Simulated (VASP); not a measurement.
# Ba2H3 (P6/mmm) in VASP: a series of runs

Runs on Ba2H3. Level: PBE. Tasks: single point, relaxation of cell and atoms.

Everything below comes from runs of VASP 6.6.1. Logs are shortened: lines on timing, memory, paths and dates and some standing lists are left out, and cuts for length are marked.

## (1) The cell of the first run

It takes space group P6/mmm (No. 191, hexagonal). Conventional cell: a = 7.170 Å, b = 7.170 Å, c = 4.775 Å, α = 90.00°, β = 90.00°, γ = 120.00°. Ba (site symmetry -6m2) has 2 H at 2.39 Å within 3.2 Å. H (site symmetry -6m2) has 2 Ba at 2.39 Å within 3.2 Å. Within 5.4 Å of H (site symmetry 6/mmm) lie 8 H at 4.14 to 4.77 Å and 12 Ba at 4.78 Å.

## (2) Single point, PBE

File INCAR:

```
PREC = Accurate
ENCUT = 520
EDIFF = 1E-6
ISMEAR = 0
SIGMA = 0.1
LREAL = False
LASPH = True
NELM = 100
ALGO = Normal
ISIF = 2
LWAVE = False
LCHARG = True
GGA = PE
LELF = True
LVHAR = True
NBANDS = 20
```

File KPOINTS:

```
Automatic mesh
0
Gamma
  6 6 8
```

File POSCAR:

```
Ba2H3
1.0
    7.1702355741      0.0000000000      0.0000000000
   -3.5851177870      6.2096061583      0.0000000000
    0.0000000000      0.0000000000      4.7745688562
Ba H
2 3
Direct
    0.3333333333      0.6666666667      0.5000000000
    0.6666666667      0.3333333333      0.5000000000
    0.3333333333      0.6666666667      0.0000000000
    0.6666666667      0.3333333333      0.0000000000
    0.0000000000      0.0000000000      0.0000000000
```

Potentials or basis: VASP PAW PBE potentials, release 64 (Ba_sv, H).

On the command line:

```console
cat potpaw_PBE.64/Ba_sv/POTCAR potpaw_PBE.64/H/POTCAR > POTCAR
mpirun -np 1 vasp_std > vasp.out
```

OUTCAR:

```text
PREC = Accurate
   ENCUT = 520
   EDIFF = 1E-6
   ISMEAR = 0
   LREAL = False
   LASPH = True
   NELM = 100
   ISIF = 2
   GGA = PE

 ion  position               nearest neighbor table
   1  0.333  0.667  0.500-   3 2.39   3 2.39   2 4.14   2 4.14   2 4.14
   2  0.667  0.333  0.500-   4 2.39   4 2.39   1 4.14   1 4.14   1 4.14
   3  0.333  0.667  0.000-   1 2.39   1 2.39
   4  0.667  0.333  0.000-   2 2.39   2 2.39
   5  0.000  0.000  0.000-

  LATTYP: Found a hexagonal cell.
 ALAT       =     7.1702355741
 C/A-ratio  =     0.6658873069

  Lattice vectors:

 A1 = (   7.1702355741,   0.0000000000,   0.0000000000)
 A2 = (  -3.5851177870,   6.2096061583,   0.0000000000)
 A3 = (   0.0000000000,   0.0000000000,   4.7745688562)

Analysis of symmetry for initial positions (statically):
=====================================================================
 Subroutine PRICEL returns:
 Original cell was already a primitive cell.

 Routine SETGRP: Setting up the symmetry group for a
 hexagonal supercell.

 Subroutine GETGRP returns: Found 24 space group operations
 (whereof 24 operations were pure point group operations)
 out of a pool of 24 trial point group operations.

The static configuration has the point symmetry D_6h.

Analysis of symmetry for dynamics (positions and initial velocities):
=====================================================================
 Subroutine PRICEL returns:
 Original cell was already a primitive cell.

 Routine SETGRP: Setting up the symmetry group for a
 hexagonal supercell.

 Subroutine GETGRP returns: Found 24 space group operations
 (whereof 24 operations were pure point group operations)
 out of a pool of 24 trial point group operations.

The dynamic configuration has the point symmetry D_6h.

 Subroutine INISYM returns: Found 24 space group operations
 (whereof 24 operations are pure point group operations),
 and found     1 'primitive' translations

----------------------------------------------------------------------------------------

                                     Primitive cell

  volume of cell :     212.5845

  direct lattice vectors                    reciprocal lattice vectors
     7.170235574  0.000000000  0.000000000     0.139465432  0.080520405  0.000000000
    -3.585117787  6.209606158  0.000000000     0.000000000  0.161040809  0.000000000
     0.000000000  0.000000000  4.774568856     0.000000000  0.000000000  0.209442995

  length of vectors
     7.170235574  7.170235574  4.774568856     0.161040809  0.161040809  0.209442995

  position of ions in fractional coordinates (direct lattice)
     0.333333333  0.666666667  0.500000000
     0.666666667  0.333333333  0.500000000
     0.333333333  0.666666667  0.000000000
     0.666666667  0.333333333  0.000000000
     0.000000000  0.000000000  0.000000000

  ion indices of the primitive-cell ions
   primitive index   ion index
                 1           1
                 2           2
                 3           3
                 4           4
                 5           5

----------------------------------------------------------------------------------------

 KPOINTS: Automatic mesh

Automatic generation of k-mesh.
 Grid dimensions read from file:
 generate k-points for:    6    6    8

 Generating k-lattice:

  Cartesian coordinates                     Fractional coordinates (reciprocal lattice)
     0.023244239  0.013420067  0.000000000     0.166666667  0.000000000  0.000000000
     0.000000000  0.026840135  0.000000000     0.000000000  0.166666667  0.000000000
     0.000000000  0.000000000  0.026180374     0.000000000  0.000000000  0.125000000

  Length of vectors
     0.026840135  0.026840135  0.026180374

  Shift w.r.t. Gamma in fractional coordinates (k-lattice)
     0.000000000  0.000000000  0.000000000

 Subroutine IBZKPT returns following result:
 ===========================================

 Found     35 irreducible k-points:

 Following reciprocal coordinates:
            Coordinates               Weight
  0.000000  0.000000  0.000000      1.000000
  0.166667 -0.000000  0.000000      6.000000
  0.333333 -0.000000  0.000000      6.000000
  0.500000 -0.000000  0.000000      3.000000
  0.166667  0.166667  0.000000      6.000000
  0.333333  0.166667  0.000000     12.000000
[... 16 lines left out ...]
  0.166667 -0.000000  0.375000     12.000000
  0.333333 -0.000000  0.375000     12.000000
 [... further k-points ...]
   k-points           NKPTS =     35   k-points in BZ     NKDIM =     35   number of bands    NBANDS=     20
   number of dos      NEDOS =    301   number of ions     NIONS =      5
   total plane-waves  NPLWV = 104976
   dimension x,y,z NGX =    54 NGY =   54 NGZ =   36
   dimension x,y,z NGXF=   108 NGYF=  108 NGZF=   72
   ions per type =               2   3
   NGX,Y,Z   is equivalent  to a cutoff of  12.52, 12.52, 12.53 a.u.
   NGXF,Y,Z  is equivalent  to a cutoff of  25.04, 25.04, 25.07 a.u.
 SYSTEM =  unknown system
   PREC   = accura    normal or accurate (medium, high low for compatibility)
   ISTART =      0    job   : 0-new  1-cont  2-samecut
   ICHARG =      2    charge: 1-file 2-atom 10-const
   ISPIN  =      1    spin polarized calculation?
   LNONCOLLINEAR =      F non collinear calculations
   LSORBIT =      F    spin-orbit coupling
   LASPH  =      T    aspherical Exc in radial PAW
   ENCUT  =  520.0 eV  38.22 Ry    6.18 a.u.  13.33 13.33  8.88*2*pi/ulx,y,z
   NELM   =    100;   NELMIN=  2; NELMDL= -5     # of ELM steps
   EDIFF  = 0.1E-05   stopping-criterion for ELM
   LREAL  =      F    real-space projection
   EDIFFG = 0.1E-04   stopping-criterion for IOM
   NSW    =      0    number of steps for IOM
   IBRION =     -1    ionic relax: 0-MD 1-quasi-New 2-CG
   NFREE  =      0    steps in history (QN), initial steepest desc. (CG)
   ISIF   =      2    stress and relaxation
   ISYM   =      2    0-nonsym 1-usesym 2-fastsym
   POTIM  = 0.5000    time-step for ionic-motion
   TEBEG  =    0.0;   TEEND  =   0.0 temperature during run
   PSTRESS=    0.0 pullay stress
   NELECT =      23.0000    total number of electrons
   NUPDOWN=      -1.0000    fix difference up-down
   EMIN   =  10.00;   EMAX   =-10.00  energy-range for DOS
   EFERMI =   0.00;   METHOD = LEGACY
   ISMEAR =     0;   SIGMA  =   0.10  broadening in eV -4-tet -1-fermi 0-gaus
   EFERMI_NEDOS =   21; number of points for ismear=-14 and -15
   IALGO  =     38    algorithm
   IMIX   =      4    mixing-type and parameters
     AMIX     =   0.40;   BMIX     =  1.00
     AMIX_MAG =   1.60;   BMIX_MAG =  1.00
  volume/ion in A,a.u.               =      42.52       286.92
  Fermi-wavevector in a.u.,A,eV,Ry     =   0.780082  1.474141  8.279524  0.608528
  Thomas-Fermi vector in A             =   1.883320
   LORBIT       =      0    0 simple, 1 ext, 2 COOP (PROOUT), +10 PAW based schemes
   GGA     = PE    functional components
   LHFCALC =     F    Hartree Fock is set to
   AEXX    =    0.0000 exact exchange contribution
   IVDW    =     0    specifies the selected vdW correction
   LEPSILON=     F    determine dielectric tensor
   LRPA    =     F    only Hartree local field effects (RPA)
 non-spin polarized calculation
 Gauss-broadening in eV      SIGMA  =   0.10
  energy-cutoff  :      520.00
  volume of cell :      212.58
 maximum number of plane-waves:      5766
 NGX is ok and might be reduce to    54
   NGX = 27   NGY = 27   NGZ = 17

 number of electron      22.9999996 magnetization

 Free energy of the ion-electron system (eV)
  ---------------------------------------------------
  ext. energy  EPLUGINS =         0.00000000
  ---------------------------------------------------
  free energy    TOTEN  =       -11.24123853 eV

  energy without entropy =      -11.21607696  energy(sigma->0) =      -11.22865775

 E-fermi :  -0.2696     XC(G=0):  -5.9125

 val. band max:       -0.2788838470   @ k =   0.3333  -0.0000   0.3750
 cond. band min:      -0.2590326551   @ k =   0.1667  -0.0000   0.2500
 fundamental gap:      0.0198511918
 Fermi energy:        -0.2696301395

 k-point     1 :       0.0000    0.0000    0.0000
  band No.  band energies     occupation
      1     -29.6157      2.00000
      2     -29.5635      2.00000
      3     -15.0791      2.00000
      4     -15.0791      2.00000
      5     -14.7655      2.00000
      6     -14.7655      2.00000
[... 12 lines left out ...]
     19       3.2493      0.00000
     20       3.2493      0.00000

 k-point     2 :       0.1667   -0.0000    0.0000
  band No.  band energies     occupation
      1     -29.6127      2.00000
      2     -29.5667      2.00000
      3     -15.0854      2.00000
      4     -15.0640      2.00000
      5     -14.7816      2.00000
      6     -14.7585      2.00000
[... 12 lines left out ...]
     19       3.1347      0.00000
     20       3.3237      0.00000

 k-point     3 :       0.3333   -0.0000    0.0000
  band No.  band energies     occupation
      1     -29.6048      2.00000
      2     -29.5747      2.00000
      3     -15.0973      2.00000
      4     -15.0268      2.00000
      5     -14.8208      2.00000
      6     -14.7454      2.00000
[... 12 lines left out ...]
     19       2.8885      0.00000
     20       2.9576      0.00000

 k-point     4 :       0.5000   -0.0000    0.0000
  band No.  band energies     occupation
      1     -29.5984      2.00000
      2     -29.5810      2.00000
      3     -15.1029      2.00000
      4     -15.0015      2.00000
      5     -14.8470      2.00000
      6     -14.7392      2.00000
[... 429 lines left out ...]
 k-point    23 :       0.1667   -0.0000    0.3750
  band No.  band energies     occupation
      1     -29.6057      2.00000
      2     -29.5599      2.00000
      3     -15.0745      2.00000
      4     -15.0532      2.00000
      5     -14.7734      2.00000
      6     -14.7506      2.00000
[... 12 lines left out ...]
     19       2.1236      0.00000
     20       2.2341      0.00000

 k-point    24 :       0.3333   -0.0000    0.3750
  band No.  band energies     occupation
      1     -29.5978      2.00000
      2     -29.5678      2.00000
      3     -15.0861      2.00000
      4     -15.0162      2.00000
      5     -14.8123      2.00000
      6     -14.7377      2.00000
[... 12 lines left out ...]
     19       2.1812      0.00000
     20       2.5167      0.00000

 [... further k-points ...]
[... 5 lines left out ...]
  --------------------------------------------------------------------------------------
  -------------------------------------------------------------------------------------
  Total        0.0075781      0.0075781      0.8732060      0.0000000      0.0000000      0.0000000
  in kB        0.0571134      0.0571134      6.5810571      0.0000000      0.0000000      0.0000000
  external PRESSURE =       2.2317613 kB  Pullay stress =       0.0000000 kB

 VOLUME and BASIS-vectors are now :
 -----------------------------------------------------------------------------
  energy-cutoff  :      520.00
  volume of cell :      212.58
      direct lattice vectors                 reciprocal lattice vectors
     7.170235574  0.000000000  0.000000000     0.139465432  0.080520405  0.000000000
    -3.585117787  6.209606158  0.000000000     0.000000000  0.161040809  0.000000000
     0.000000000  0.000000000  4.774568856     0.000000000  0.000000000  0.209442995

 POSITION                                       TOTAL-FORCE (eV/Angst)
 -----------------------------------------------------------------------------------
     -0.00000      4.13974      2.38728        -0.000000     -0.000000      0.000000
      3.58512      2.06987      2.38728        -0.000000      0.000000     -0.000000
     -0.00000      4.13974      0.00000         0.000000     -0.000000      0.000000
      3.58512      2.06987      0.00000         0.000000     -0.000000      0.000000
      0.00000      0.00000      0.00000         0.000000     -0.000000      0.000000
 -----------------------------------------------------------------------------------
    total drift:                               -0.000000      0.000000      0.000000

  FREE ENERGIE OF THE ION-ELECTRON SYSTEM (eV)
  ---------------------------------------------------
  free  energy   TOTEN  =       -11.2412385310 eV

  energy  without entropy=      -11.2160769604  energy(sigma->0) =      -11.22865775
```

Run time: 2.3 min. Hardware: 1 thread of Intel Xeon Platinum 8488C (Sapphire Rapids), shared host; peak memory 0.39 GiB.

Results:

* Free energy: -11.2412 eV
* Pressure: 0.2 GPa

Stress tensor (GPa, compression positive):
```
0.01 0.00 0.00
0.00 0.01 0.00
0.00 0.00 0.66
```

Caveat: spin-orbit coupling is left out, which moves the levels of the heavy elements.

## (3) Relaxation of cell and atoms, PBE

This run uses another cell than the first one, of 41.92 Å³/atom, 0.986 times its volume.

File INCAR:

```
SYSTEM = Ba2H3
  PREC = Accurate
  ENCUT = 600
  EDIFF = 1E-6
  ISMEAR = 0
  SIGMA = 0.1
  LREAL = .False.
  LASPH = .True.
  NELM = 100
  ALGO = Normal
  ISIF = 3
  LWAVE = .False.
  LCHARG = .False.
  GGA = PE
  IBRION = 2
  NSW = 100
  EDIFFG = -0.01
```

File KPOINTS:

```
Automatic mesh
0
Gamma
  6 6 8
  0 0 0
```

Changes to POSCAR since step 2:

```diff
@@ -2,5 +2,5 @@
 1.0
-    7.1702355741      0.0000000000      0.0000000000
-   -3.5851177870      6.2096061583      0.0000000000
-    0.0000000000      0.0000000000      4.7745688562
+    7.1214850709      0.0000000000      0.0000000000
+   -3.5607425354      6.1673869840      0.0000000000
+    0.0000000000      0.0000000000      4.7721390785
 Ba H
```

Potentials or basis: VASP PAW PBE potentials, release 64 (Ba_sv, H).

On the command line:

```console
cat potpaw_PBE.64/Ba_sv/POTCAR potpaw_PBE.64/H/POTCAR > POTCAR
mpirun -np 1 vasp_std > vasp.out
```

Wall time 8.1 min (1 thread of Intel Xeon Platinum 8488C (Sapphire Rapids), shared host); peak memory 0.46 GiB.

Results (log left out):

| Item | Value |
| --- | --- |
| Free energy | -11.2462 eV |
| Relaxed volume | 43.34 Å³/atom |
| Relaxed cell | a = 7.207 Å, b = 7.207 Å, c = 4.817 Å, α = 90.00°, β = 90.00°, γ = 120.00° |
| Space group after relaxing (to 0.05 Å) | P6/mmm (No. 191) |
| Energy gained by relaxing | 1.1 meV/atom |
| Ionic steps | 7 |
| Pressure after relaxing | 0.0 GPa |

The path:
```csv
step,energy change (eV),largest force (eV/Å),pressure (GPa),volume (Å³)
1,0.0000,0.0000,0.29,209.60
2,-0.0039,0.0000,0.07,211.90
3,-0.0039,0.0000,0.07,211.96
4,-0.0044,0.0000,0.05,212.64
5,-0.0053,0.0000,0.03,214.71
6,-0.0052,0.0000,-0.03,218.88
7,-0.0056,0.0000,0.00,216.68
```

Final structure:
```
Ba H
1.0
     7.20718    0.00000    0.00000
    -3.60359    6.24160    0.00000
     0.00000    0.00000    4.81673
Ba H
2 3
Direct
  0.33333 0.66667 0.50000
  0.66667 0.33333 0.50000
  0.33333 0.66667 0.00000
  0.66667 0.33333 0.00000
  0.00000 0.00000 0.00000
```

Levels at points of the mesh, in eV from the Fermi level:
```
           k point  band 8  band 9  band 10  band 11  band 12  band 13  band 14  band 15
(0.00, 0.00, 0.00)  -14.12   -3.65    -3.06    -1.42     0.32     1.09     1.09     1.15
(0.50, 0.00, 0.00)  -14.14   -3.43    -3.25    -1.15    -0.08     0.33     0.71     2.01
(0.00, 0.00, 0.50)  -14.33   -1.77    -1.04    -0.55    -0.40     0.83     0.83     1.48
(0.50, 0.00, 0.50)  -14.36   -1.49    -1.36    -0.67     0.27     0.51     0.58     0.91
```

Caveat: spin-orbit coupling is left out, which moves the levels of the heavy elements.

## (4) Single point, PBE

This run uses another cell than the first one, of 15.90 Å³/atom, 0.374 times its volume.

File INCAR:

```
ALGO = Normal ; EDIFF = 1E-6
ENCUT = 520 ; GGA = PE
ISIF = 2 ; ISMEAR = 0
LASPH = T ; LCHARG = F
LREAL = F ; LWAVE = F
NBANDS = 20 ; NELM = 100
PREC = Accurate ; SIGMA = 0.1
```

File KPOINTS:

```
k-points
0
Gamma
  6 6 6
```

File POSCAR:

```
Ba2H3
1.0
    4.9915091600      0.0000000000      0.0000000000
   -2.4957545800      4.3227737300      0.0000000000
    0.0000000000      0.0000000000      3.6851719300
Ba H
2 3
Direct
    0.3333333300      0.6666666700      0.5000000000
    0.6666666700      0.3333333300      0.5000000000
    0.3333333300      0.6666666700      0.0000000000
    0.6666666700      0.3333333300      0.0000000000
    0.0000000000      0.0000000000      0.0000000000
```

On the command line:

```console
cat potpaw_PBE.64/Ba_sv/POTCAR potpaw_PBE.64/H/POTCAR > POTCAR
mpirun -np 1 vasp_std > vasp.out
```

Wall time 30 s (1 thread of Intel Xeon Platinum 8488C (Sapphire Rapids), shared host); peak memory 0.22 GiB.

Results (log left out):

```yaml
Free_energy: -5.5557 eV
Pressure: 31.4 GPa
```

Stress tensor (GPa, compression positive):
```
18.88  0.00  0.00
 0.00 18.88  0.00
 0.00  0.00 56.57
```

Levels at points of the mesh, in eV from the Fermi level:
```tsv
k point	band 9	band 10	band 11	band 12	band 13	band 14
(0.00, 0.00, 0.00)	-6.67	-4.51	-3.67	2.31	2.31	2.81
(0.50, 0.00, 0.00)	-5.94	-5.37	-3.49	0.34	0.79	2.26
(0.00, 0.00, 0.50)	-2.43	-0.76	-0.76	0.00	1.45	2.29
(0.50, 0.00, 0.50)	-3.43	-1.54	-0.52	0.95	1.24	1.68
```

Caveat: spin-orbit coupling is left out, which moves the levels of the heavy elements.

## (5) The runs side by side

```tsv
task	cell	k mesh	cutoff (eV)	gap on the mesh (eV)	pressure (GPa)
single point	a = 7.170, b = 7.170, c = 4.775 Å, angles 90.0, 90.0, 120.0°, 5 atoms	6 × 6 × 8	520	none	0.2
relaxation of cell and atoms	relaxed from a = 7.121, b = 7.121, c = 4.772 Å, angles 90.0, 90.0, 120.0°, 5 atoms	6 × 6 × 8	600	none	0.0
single point	a = 4.992, b = 4.992, c = 3.685 Å, angles 90.0, 90.0, 120.0°, 5 atoms	6 × 6 × 6	520	none	31.4
```

Alike in all rows: level PBE; potentials or basis VASP PAW PBE potentials, release 64 (Ba_sv, H); no spin polarisation; smearing gaussian 0.1 eV.

Caveats: spin-orbit coupling is left out, which moves the levels of the heavy elements.

Total energies depend on the potentials used, so only differences within one code and one set of settings carry meaning.
